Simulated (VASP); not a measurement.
# Hg (R-3m) in VASP: single point with PBE

Aim: the single point of Hg with PBE.

Everything below comes from runs of VASP 6.6.1. Logs are shortened: lines on timing, memory, paths and dates and some standing lists are left out, and cuts for length are marked.

## (1) The cell of the first run

The structure is trigonal, space group R-3m (No. 166). The conventional cell has a = 3.539 Å, b = 3.539 Å, c = 7.177 Å, α = 90.00°, β = 90.00°, γ = 120.00°. Hg (site symmetry -3m) has 12 Hg at 3.15 to 3.54 Å within 4.1 Å.

## (2) Single point, PBE (strained)

The input, INCAR:

```
SYSTEM = Hg
PREC = Accurate ; ENCUT = 520
EDIFF = 1E-6 ; ISMEAR = 0
SIGMA = 0.05 ; LREAL = .FALSE.
LASPH = .TRUE. ; NELM = 100
ALGO = Fast ; ISIF = 2
LWAVE = .FALSE. ; LCHARG = .FALSE.
GGA = PE ; NBANDS = 12
```

The input, KPOINTS:

```
regular mesh
0
G
  12 12 12
  0 0 0
```

The input, POSCAR:

```
Hg
1.0
    0.0000000000      2.5022502521      2.5022502521
    2.5022502521      0.0000000000      2.5022502521
    2.2152208865      2.2152208865      0.2870293656
Hg
1
Direct
    0.0000000000      0.0000000000      0.0000000000
```

Potentials or basis: VASP PAW PBE potentials, release 64 (Hg).

The run is started by

```sh
cat potpaw_PBE.64/Hg/POTCAR > POTCAR
mpirun -np 1 vasp_std > vasp.out
```

OUTCAR:

```text
SYSTEM = Hg
   PREC = Accurate
   ENCUT = 520
   EDIFF = 1E-6
   ISMEAR = 0
   LREAL = .FALSE.
   LASPH = .TRUE.
   NELM = 100
   ISIF = 2
   GGA = PE

 ion  position               nearest neighbor table
   1  0.000  0.000  0.000-

  LATTYP: Found a trigonal (rhomboedric) cell.
 ALAT       =     3.1459168789
 COS(alpha) =     0.3673449249

  Lattice vectors:

 A1 = (   2.2152208865,  -0.2870293656,  -2.2152208865)
 A2 = (  -0.2870293656,   2.2152208865,  -2.2152208865)
 A3 = (   2.2152208865,   2.2152208865,   0.2870293656)

Analysis of symmetry for initial positions (statically):
=====================================================================
 Subroutine PRICEL returns:
 Original cell was already a primitive cell.

 Routine SETGRP: Setting up the symmetry group for a
 trigonal (rhombohedral) supercell.

 Subroutine GETGRP returns: Found 12 space group operations
 (whereof 12 operations were pure point group operations)
 out of a pool of 12 trial point group operations.

The static configuration has the point symmetry D_3d.

Analysis of symmetry for dynamics (positions and initial velocities):
=====================================================================
 Subroutine PRICEL returns:
 Original cell was already a primitive cell.

 Routine SETGRP: Setting up the symmetry group for a
 trigonal (rhombohedral) supercell.

 Subroutine GETGRP returns: Found 12 space group operations
 (whereof 12 operations were pure point group operations)
 out of a pool of 12 trial point group operations.

The dynamic configuration has the point symmetry D_3d.

 Subroutine INISYM returns: Found 12 space group operations
 (whereof 12 operations are pure point group operations),
 and found     1 'primitive' translations

----------------------------------------------------------------------------------------

                                     Primitive cell

  volume of cell :      25.9430

  direct lattice vectors                    reciprocal lattice vectors
     0.000000000  2.502250252  2.502250252    -0.213662415  0.185977868  0.213662415
     2.502250252  0.000000000  2.502250252     0.185977868 -0.213662415  0.213662415
     2.215220887  2.215220887  0.287029366     0.241346963  0.241346963 -0.241346963

  length of vectors
     3.538716243  3.538716243  3.145916879     0.354811250  0.354811250  0.418025202

  position of ions in fractional coordinates (direct lattice)
     0.000000000  0.000000000  0.000000000

  ion indices of the primitive-cell ions
   primitive index   ion index
                 1           1

[... 70 lines left out ...]
   NELM   =    100;   NELMIN=  2; NELMDL= -5     # of ELM steps
   EDIFF  = 0.1E-05   stopping-criterion for ELM
   LREAL  =      F    real-space projection
[... 7 lines left out ...]
   TEBEG  =    0.0;   TEEND  =   0.0 temperature during run
   PSTRESS=    0.0 pullay stress
   NELECT =      12.0000    total number of electrons
   NUPDOWN=      -1.0000    fix difference up-down
   EMIN   =  10.00;   EMAX   =-10.00  energy-range for DOS
   EFERMI =   0.00;   METHOD = LEGACY
   ISMEAR =     0;   SIGMA  =   0.05  broadening in eV -4-tet -1-fermi 0-gaus
   EFERMI_NEDOS =   21; number of points for ismear=-14 and -15
   IALGO  =     68    algorithm
   IMIX   =      4    mixing-type and parameters
     AMIX     =   0.40;   BMIX     =  1.00
     AMIX_MAG =   1.60;   BMIX_MAG =  1.00
  volume/ion in A,a.u.               =      25.94       175.07
  Fermi-wavevector in a.u.,A,eV,Ry     =   1.266083  2.392549 21.809664  1.602965
  Thomas-Fermi vector in A             =   2.399302
   LORBIT       =      0    0 simple, 1 ext, 2 COOP (PROOUT), +10 PAW based schemes
   GGA     = PE    functional components
   LHFCALC =     F    Hartree Fock is set to
   AEXX    =    0.0000 exact exchange contribution
   IVDW    =     0    specifies the selected vdW correction
   LEPSILON=     F    determine dielectric tensor
   LRPA    =     F    only Hartree local field effects (RPA)
 non-spin polarized calculation
 RMM-DIIS sequential band-by-band and
 Gauss-broadening in eV      SIGMA  =   0.05
  energy-cutoff  :      520.00
  volume of cell :       25.94
 maximum number of plane-waves:       728
 NGX is ok and might be reduce to    28
   NGX = 13   NGY = 13   NGZ = 11

 number of electron      12.0000000 magnetization

 Free energy of the ion-electron system (eV)
  ---------------------------------------------------
  ext. energy  EPLUGINS =         0.00000000
  ---------------------------------------------------
  free energy    TOTEN  =        -0.13708044 eV

  energy without entropy =       -0.13625996  energy(sigma->0) =       -0.13667020

 E-fermi :   2.0045     XC(G=0): -10.3298

 val. band max:        1.9668688330   @ k =  -0.4167   0.0833  -0.0000
 cond. band min:       2.0140456229   @ k =  -0.4167   0.2500   0.0833
 fundamental gap:      0.0471767900
 Fermi energy:         2.0044686611

 k-point     1 :       0.0000    0.0000    0.0000
  band No.  band energies     occupation
      1      -6.3369      2.00000
      2      -5.1142      2.00000
      3      -5.1142      2.00000
      4      -4.2802      2.00000
      5      -4.0923      2.00000
      6      -4.0923      2.00000
      7      14.2006      0.00000
      8      14.2552      0.00000
      9      14.2552      0.00000
     10      18.4392      0.00000
     11      19.5449      0.00000
     12      19.5449      0.00000
[... 331 lines left out ...]
 k-point    24 :      -0.4167    0.1667    0.0000
  band No.  band energies     occupation
      1      -5.4095      2.00000
      2      -5.0104      2.00000
      3      -4.2755      2.00000
      4      -4.2450      2.00000
      5      -3.8476      2.00000
      6      -0.5032      2.00000
      7       2.0151      0.76261
      8       9.8153      0.00000
      9      13.7591      0.00000
     10      16.5565      0.00000
     11      19.6183      0.00000
     12      21.5772      0.00000

 [... further k-points ...]
[... 5 lines left out ...]
  --------------------------------------------------------------------------------------
  -------------------------------------------------------------------------------------
  Total        0.2543557      0.2543557      0.2543557     -0.0909951      0.0909951      0.0909951
  in kB       15.7084156     15.7084156     15.7084156     -5.6196431      5.6196431      5.6196431
  external PRESSURE =      15.7084156 kB  Pullay stress =       0.0000000 kB

 VOLUME and BASIS-vectors are now :
 -----------------------------------------------------------------------------
  energy-cutoff  :      520.00
  volume of cell :       25.94
      direct lattice vectors                 reciprocal lattice vectors
     0.000000000  2.502250252  2.502250252    -0.213662415  0.185977868  0.213662415
     2.502250252  0.000000000  2.502250252     0.185977868 -0.213662415  0.213662415
     2.215220887  2.215220887  0.287029366     0.241346963  0.241346963 -0.241346963

 POSITION                                       TOTAL-FORCE (eV/Angst)
 -----------------------------------------------------------------------------------
      0.00000      0.00000      0.00000        -0.000000     -0.000000      0.000000
 -----------------------------------------------------------------------------------
    total drift:                                0.000000     -0.000000     -0.000000

  FREE ENERGIE OF THE ION-ELECTRON SYSTEM (eV)
  ---------------------------------------------------
  free  energy   TOTEN  =        -0.1370804374 eV

  energy  without entropy=       -0.1362599574  energy(sigma->0) =       -0.13667020
```

Run time: 33 s. Hardware: 1 thread of Intel Xeon Platinum 8559C (Emerald Rapids), shared host; peak memory 0.19 GiB.

What came out:

- Free energy: -0.1371 eV
- Pressure: 1.6 GPa
- Band gap on the k mesh: zero (bands 6 and 7 overlap by 1.98 eV)

Stress tensor (GPa, compression positive):
```
 1.57 -0.56  0.56
-0.56  1.57  0.56
 0.56  0.56  1.57
```

Caveat: the cell differs from its parent crystal (strained); spin-orbit coupling is left out, which moves the levels of the heavy elements.

The gap in the log of VASP goes by the Fermi energy; the results here count the filled bands.